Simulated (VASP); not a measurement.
# CuO in VASP: single point with PBE+U

Aim: the single point of CuO with PBE+U.

All numbers are computed with VASP 6.6.1; they aren't measurements. Logs are shortened: lines on timing, memory, paths and dates and some standing lists are left out, and cuts for length are marked.

### Step 1. The cell of the first run

The typed cell holds 8 atoms: a = 4.187 Å, b = 4.152 Å, c = 5.993 Å, α = 69.73°, β = 69.56°, γ = 90.00°.

### Step 2. Single point, PBE+U, collinear spin

Input file INCAR:

```
SYSTEM = CuO
PREC = Accurate ; ENCUT = 520
EDIFF = 1E-7 ; ISMEAR = 0
SIGMA = 0.05 ; LREAL = .False.
LASPH = .True. ; NELM = 150
ALGO = Normal ; ISIF = 2
LWAVE = .False. ; LCHARG = .True.
ISPIN = 2 ; MAGMOM = 1 1 -1 -1 0 0 0 0
LORBIT = 11 ; LMAXMIX = 4
LDAU = .True. ; LDAUTYPE = 2
LDAUL = 2 -1 ; LDAUU = 4 0
LDAUJ = 0 0 ; LDAUPRINT = 1
GGA = PE ; LELF = .True.
LVHAR = .True. ; NBANDS = 48
```

Input file KPOINTS:

```
regular mesh
0
Gamma
  6 6 6
  0 0 0
```

Input file POSCAR:

```
CuO
1.0
    4.1744184050      0.0000000000      0.3305692971
    0.0000000000      4.1521210669      0.0000000000
    1.6747185423      2.0760605335      5.3668803988
Cu O
4 4
Direct
    0.2500000000      0.2500000000      0.0000000000
    0.0000000000     -0.5000000000      0.5000000000
    0.7500000000      0.7500000000      0.0000000000
    0.5000000000      0.0000000000      0.5000000000
    0.3750000000     -0.1250352670      0.2500000000
    0.1250000000     -0.3749647330      0.7500000000
    0.8750000000      0.3749647330      0.2500000000
    0.6250000000      0.1250352670      0.7500000000
```

Potentials or basis: VASP PAW PBE potentials, release 64 (Cu, O).

Started as:

```bash
$ cat potpaw_PBE.64/Cu/POTCAR potpaw_PBE.64/O/POTCAR > POTCAR
$ mpirun -np 1 vasp_std > vasp.out
```

OUTCAR:

```text
SYSTEM = CuO
   PREC = Accurate
   ENCUT = 520
   EDIFF = 1E-7
   ISMEAR = 0
   LREAL = .False.
   LASPH = .True.
   NELM = 150
   ISIF = 2
   ISPIN = 2
   LORBIT = 11
   GGA = PE

 ion  position               nearest neighbor table
   1  0.250  0.250  0.000-   7 1.97   8 1.97   5 1.97   6 1.97
   2  0.000  0.500  0.500-   5 1.97   8 1.97   7 1.97   6 1.97
   3  0.750  0.750  0.000-   5 1.97   6 1.97   7 1.97   8 1.97
   4  0.500  0.000  0.500-   6 1.97   7 1.97   5 1.97   8 1.97
   5  0.375  0.875  0.250-   2 1.97   3 1.97   1 1.97   4 1.97
   6  0.125  0.625  0.750-   4 1.97   3 1.97   1 1.97   2 1.97
   7  0.875  0.375  0.250-   4 1.97   1 1.97   3 1.97   2 1.97
   8  0.625  0.125  0.750-   2 1.97   1 1.97   3 1.97   4 1.97
[... 9 lines left out ...]
 A1 = (  -1.6747185423,  -2.0760605335,  -5.3668803988)
 A2 = (  -1.6747185423,   2.0760605334,  -5.3668803988)
 A3 = (   4.1744184050,   0.0000000000,   0.3305692971)

Analysis of symmetry for initial positions (statically):
=====================================================================
 Subroutine PRICEL returns following result:

  LATTYP: Found a base centered monoclinic cell.
 ALAT       =     4.1874867260
 B/A-ratio  =     0.9915544427
 C/A-ratio  =     1.2460757196
 COS(beta)  =    -0.0001107896
[... 12 lines left out ...]
 Subroutine GETGRP returns: Found  4 space group operations
 (whereof  2 operations were pure point group operations)
 out of a pool of  4 trial point group operations.

The static configuration has the point symmetry S_2 .
 The point group associated with its full space group is C_2h.

Analysis of symmetry for dynamics (positions and initial velocities):
=====================================================================
 Subroutine PRICEL returns following result:

  LATTYP: Found a base centered monoclinic cell.
 ALAT       =     4.1874867260
 B/A-ratio  =     0.9915544427
 C/A-ratio  =     1.2460757196
 COS(beta)  =    -0.0001107896
[... 12 lines left out ...]
 Subroutine GETGRP returns: Found  4 space group operations
 (whereof  2 operations were pure point group operations)
 out of a pool of  4 trial point group operations.

The dynamic configuration has the point symmetry S_2 .
 The point group associated with its full space group is C_2h.

Analysis of structural, dynamic, and magnetic symmetry:
=====================================================================
 Subroutine PRICEL returns following result:

  LATTYP: Found a base centered monoclinic cell.
 ALAT       =     4.1874867260
 B/A-ratio  =     0.9915544427
 C/A-ratio  =     1.2460757196
 COS(beta)  =    -0.0001107896
[... 12 lines left out ...]
 Subroutine GETGRP returns: Found  2 space group operations
 (whereof  1 operations were pure point group operations)
 out of a pool of  4 trial point group operations.

The overall configuration has the point symmetry C_1 .
 The point group associated with its full space group is C_2 .

 Subroutine INISYM returns: Found  2 space group operations
 (whereof  1 operations are pure point group operations),
 and found     2 'primitive' translations

----------------------------------------------------------------------------------------

                                     Primitive cell

  volume of cell :      45.3619

  direct lattice vectors                    reciprocal lattice vectors
     2.087209202 -2.076060533  0.165284649     0.238059370 -0.240840762  0.018878296
     2.087209202  2.076060533  0.165284649     0.238059370  0.240840762  0.018878296
    -0.412490660  0.000000000  5.201595750    -0.015129034  0.000000000  0.191048952

  length of vectors
     2.948523123  2.948523123  5.217925535     0.339165043  0.339165043  0.191647044

  position of ions in fractional coordinates (direct lattice)
     1.000000000  0.500000000  1.000000000
[... 95 lines left out ...]
   EMIN   =  10.00;   EMAX   =-10.00  energy-range for DOS
   EFERMI =   0.00;   METHOD = LEGACY
   ISMEAR =     0;   SIGMA  =   0.05  broadening in eV -4-tet -1-fermi 0-gaus
   EFERMI_NEDOS =   21; number of points for ismear=-14 and -15
   IALGO  =     38    algorithm
   IMIX   =      4    mixing-type and parameters
     AMIX     =   0.40;   BMIX     =  1.00
     AMIX_MAG =   1.60;   BMIX_MAG =  1.00
  volume/ion in A,a.u.               =      11.34        76.53
  Fermi-wavevector in a.u.,A,eV,Ry     =   1.487090  2.810193 30.088437  2.211438
  Thomas-Fermi vector in A             =   2.600295
   LORBIT       =     11    0 simple, 1 ext, 2 COOP (PROOUT), +10 PAW based schemes
 LDA+U is selected, type is set to LDAUTYPE =  2
   angular momentum for each species LDAUL =     2   -1
   U (eV)           for each species LDAUU =   4.0  0.0
   J (eV)           for each species LDAUJ =   0.0  0.0
   GGA     = PE    functional components
   LHFCALC =     F    Hartree Fock is set to
   AEXX    =    0.0000 exact exchange contribution
   IVDW    =     0    specifies the selected vdW correction
   LEPSILON=     F    determine dielectric tensor
   LRPA    =     F    only Hartree local field effects (RPA)
 spin polarized calculation
 Gauss-broadening in eV      SIGMA  =   0.05
  energy-cutoff  :      520.00
  volume of cell :       90.72
 maximum number of plane-waves:      2461
   NGX = 15   NGY = 15   NGZ = 23

 number of electron      67.9999997 magnetization       0.0000000

atom =   1  type =  1  l = 2

 onsite density matrix

spin component  1
[... 116 lines left out ...]
  o =  0.4356  v =  0.0555 -0.7013 -0.0967 -0.7018  0.0561  0.0000  0.0000  0.0000  0.0000  0.0000      0.0000  0.0000  0.0000  0.0000  0.0000  0.0000  0.0000  0.0000  0.0000  0.0000
  o =  0.9387  v =  0.8884  0.0705  0.4494 -0.0617  0.0058  0.0000  0.0000  0.0000  0.0000  0.0000      0.0000  0.0000  0.0000  0.0000  0.0000  0.0000  0.0000  0.0000  0.0000  0.0000
  o =  0.9466  v =  0.0000  0.0000  0.0000  0.0000  0.0000  0.8859  0.0703  0.4542 -0.0624  0.0057      0.0000  0.0000  0.0000  0.0000  0.0000  0.0000  0.0000  0.0000  0.0000  0.0000
  o =  0.9670  v = -0.0562  0.7084 -0.0961 -0.6947  0.0556  0.0000  0.0000  0.0000  0.0000  0.0000      0.0000  0.0000  0.0000  0.0000  0.0000  0.0000  0.0000  0.0000  0.0000  0.0000
  o =  0.9676  v =  0.0042  0.0004 -0.0065 -0.0788 -0.9969  0.0000  0.0000  0.0000  0.0000  0.0000      0.0000  0.0000  0.0000  0.0000  0.0000  0.0000  0.0000  0.0000  0.0000  0.0000
  o =  0.9691  v =  0.0000  0.0000  0.0000  0.0000  0.0000  0.0562 -0.7088  0.0961  0.6944 -0.0557      0.0000  0.0000  0.0000  0.0000  0.0000  0.0000  0.0000  0.0000  0.0000  0.0000
  o =  0.9697  v =  0.0000  0.0000  0.0000  0.0000  0.0000  0.0040  0.0005 -0.0062 -0.0790 -0.9968      0.0000  0.0000  0.0000  0.0000  0.0000  0.0000  0.0000  0.0000  0.0000  0.0000
  o =  0.9764  v =  0.4522  0.0356 -0.8829  0.1217 -0.0019  0.0000  0.0000  0.0000  0.0000  0.0000      0.0000  0.0000  0.0000  0.0000  0.0000  0.0000  0.0000  0.0000  0.0000  0.0000
  o =  0.9775  v =  0.0000  0.0000  0.0000  0.0000  0.0000  0.4570  0.0361 -0.8804  0.1214 -0.0023      0.0000  0.0000  0.0000  0.0000  0.0000  0.0000  0.0000  0.0000  0.0000  0.0000
  o =  1.0138  v =  0.0000  0.0000  0.0000  0.0000  0.0000  0.0555 -0.7010 -0.0969 -0.7021  0.0561      0.0000  0.0000  0.0000  0.0000  0.0000  0.0000  0.0000  0.0000  0.0000  0.0000

 number of electron      67.9999997 magnetization      -0.0000000

 Free energy of the ion-electron system (eV)
  ---------------------------------------------------
  ext. energy  EPLUGINS =         0.00000000
  ---------------------------------------------------
  free energy    TOTEN  =       -34.66873009 eV

  energy without entropy =      -34.66873009  energy(sigma->0) =      -34.66873009

 E-fermi :   4.3253     XC(G=0): -11.1290

 val. band max:        4.0275829955   @ k =   0.0000   0.0000   0.3333
 cond. band min:       4.7285819443   @ k =   0.0000  -0.3333   0.3333
 fundamental gap:      0.7009989487
 Fermi energy:         4.3252740356

 spin component 1

 k-point     1 :       0.0000    0.0000    0.0000
  band No.  band energies     occupation
      1     -14.7550      1.00000
      2     -13.4901      1.00000
      3     -13.4513      1.00000
      4     -13.4496      1.00000
      5      -3.4956      1.00000
      6      -2.1156      1.00000
[... 2345 lines left out ...]
     45      16.1331      0.00000
     46      16.2502      0.00000

 [... further k-points ...]

 [bands above 46 left out]

------------------------ aborting loop because EDIFF is reached ----------------------------------------

  FORCE on cell =-STRESS in cart. coord.  units (eV):
  Direction    XX          YY          ZZ          XY          YZ          ZX
  --------------------------------------------------------------------------------------
  -------------------------------------------------------------------------------------
  Total       -1.4233676     -1.3743007     -2.1440362      0.0000000     -0.0000000      0.0565731
  in kB      -25.1365883    -24.2700698    -37.8635536      0.0000000     -0.0000000      0.9990780
  external PRESSURE =     -29.0900705 kB  Pullay stress =       0.0000000 kB

 VOLUME and BASIS-vectors are now :
 -----------------------------------------------------------------------------
  energy-cutoff  :      520.00
  volume of cell :       90.72
      direct lattice vectors                 reciprocal lattice vectors
     4.174418405  0.000000000  0.330569297     0.245623887  0.000000000 -0.076646179
     0.000000000  4.152121067  0.000000000     0.007564517  0.240840762 -0.095524476
     1.674718542  2.076060534  5.366880399    -0.015129034  0.000000000  0.191048952

 POSITION                                       TOTAL-FORCE (eV/Angst)
 -----------------------------------------------------------------------------------
      1.04360      1.03803      0.08264         0.000022      0.000069     -0.000724
      0.83736      3.11409      2.68344        -0.000022      0.000069      0.000724
      3.13081      3.11409      0.24793         0.000022      0.000069     -0.000724
      2.92457      1.03803      2.84872        -0.000022      0.000069      0.000724
      1.98409      4.15197      1.46568        -0.000000     -0.000107      0.000000
      1.77784      4.15227      4.06648        -0.000000     -0.000032      0.000000
      4.07130      2.07591      1.63097        -0.000000     -0.000107      0.000000
      3.86505      2.07621      4.23177        -0.000000     -0.000032      0.000000
 -----------------------------------------------------------------------------------
    total drift:                               -0.000000      0.000000     -0.000000

  FREE ENERGIE OF THE ION-ELECTRON SYSTEM (eV)
  ---------------------------------------------------
  free  energy   TOTEN  =       -34.6687300879 eV

  energy  without entropy=      -34.6687300879  energy(sigma->0) =      -34.66873009

 total charge

# of ion       s       p       d       tot
------------------------------------------
    1        0.379   0.370   9.142   9.891
    2        0.379   0.370   9.142   9.891
    3        0.379   0.370   9.142   9.891
    4        0.379   0.370   9.142   9.891
    5        1.562   3.406   0.000   4.968
    6        1.562   3.406   0.000   4.968
    7        1.562   3.406   0.000   4.968
    8        1.562   3.406   0.000   4.968
--------------------------------------------------
tot          7.765  15.104  36.567  59.435

 magnetization (x)

# of ion       s       p       d       tot
------------------------------------------
    1       -0.003  -0.003   0.592   0.586
    2       -0.003  -0.003   0.592   0.586
    3        0.003   0.003  -0.592  -0.586
    4        0.003   0.003  -0.592  -0.586
    5        0.000   0.000   0.000   0.000
    6       -0.000   0.000   0.000   0.000
    7        0.000   0.000   0.000   0.000
    8        0.000  -0.000   0.000  -0.000
--------------------------------------------------
tot          0.000   0.000   0.000   0.000
```

It took 19 min on 1 thread of Oxide Virtual Turin-like, shared host; peak memory 0.48 GiB.

What came out:

```
Free energy                                           : -34.6687 eV
Pressure                                              : -2.9 GPa
Band gap on the k mesh                                : 0.70 eV
Net moment                                            : 0.00 μB per cell
Site moments                                          : Cu +0.59, -0.59 (each value once); O +0.00, -0.00 (each value once) μB
Valence electrons inside the program's atomic spheres : Cu 9.89; O 4.97
```

Levels at points of the mesh, in eV from the valence-band top:
Spin up:
| k point | band 31 | band 32 | band 33 | band 34 | band 35 | band 36 | band 37 | band 38 |
| --- | --- | --- | --- | --- | --- | --- | --- | --- |
| (0.00, 0.00, 0.00) | -1.99 | -1.58 | -0.69 | -0.69 | 1.57 | 1.59 | 1.69 | 4.59 |
| (0.50, 0.00, 0.00) | -2.05 | -1.98 | -1.29 | -0.63 | 0.85 | 1.35 | 4.70 | 4.83 |
| (0.00, 0.50, 0.00) | -2.06 | -1.99 | -1.30 | -0.63 | 0.85 | 1.36 | 4.73 | 4.86 |
| (0.50, 0.50, 0.00) | -1.90 | -1.41 | -0.57 | -0.02 | 1.52 | 1.74 | 4.29 | 5.00 |
| (0.00, 0.00, 0.50) | -1.73 | -1.53 | -1.51 | -0.03 | 1.06 | 2.13 | 2.89 | 3.86 |
| (0.50, 0.00, 0.50) | -2.05 | -1.98 | -1.29 | -0.63 | 0.85 | 1.35 | 4.70 | 4.83 |
Spin down:
```
           k point  band 31  band 32  band 33  band 34  band 35  band 36  band 37  band 38
(0.00, 0.00, 0.00)    -1.99    -1.58    -0.69    -0.69     1.57     1.59     1.69     4.59
(0.50, 0.00, 0.00)    -2.05    -1.98    -1.29    -0.63     0.85     1.35     4.70     4.83
(0.00, 0.50, 0.00)    -2.06    -1.99    -1.30    -0.63     0.85     1.36     4.73     4.86
(0.50, 0.50, 0.00)    -1.90    -1.41    -0.57    -0.02     1.52     1.74     4.29     5.00
(0.00, 0.00, 0.50)    -1.73    -1.53    -1.51    -0.03     1.06     2.13     2.89     3.86
(0.50, 0.00, 0.50)    -2.05    -1.98    -1.29    -0.63     0.85     1.35     4.70     4.83
```

Eigenvalues of the final occupation matrices:
| site | spin | trace | eigenvalues |
| --- | --- | --- | --- |
| site 1 d | 1 | 4.88 | 0.95 0.97 0.97 0.98 1.01 |
| site 1 d | 2 | 4.29 | 0.44 0.94 0.97 0.97 0.98 |
| site 2 d | 1 | 4.88 | 0.95 0.97 0.97 0.98 1.01 |
| site 2 d | 2 | 4.29 | 0.44 0.94 0.97 0.97 0.98 |
| site 3 d | 1 | 4.29 | 0.44 0.94 0.97 0.97 0.98 |
| site 3 d | 2 | 4.88 | 0.95 0.97 0.97 0.98 1.01 |
| site 4 d | 1 | 4.29 | 0.44 0.94 0.97 0.97 0.98 |
| site 4 d | 2 | 4.88 | 0.95 0.97 0.97 0.98 1.01 |
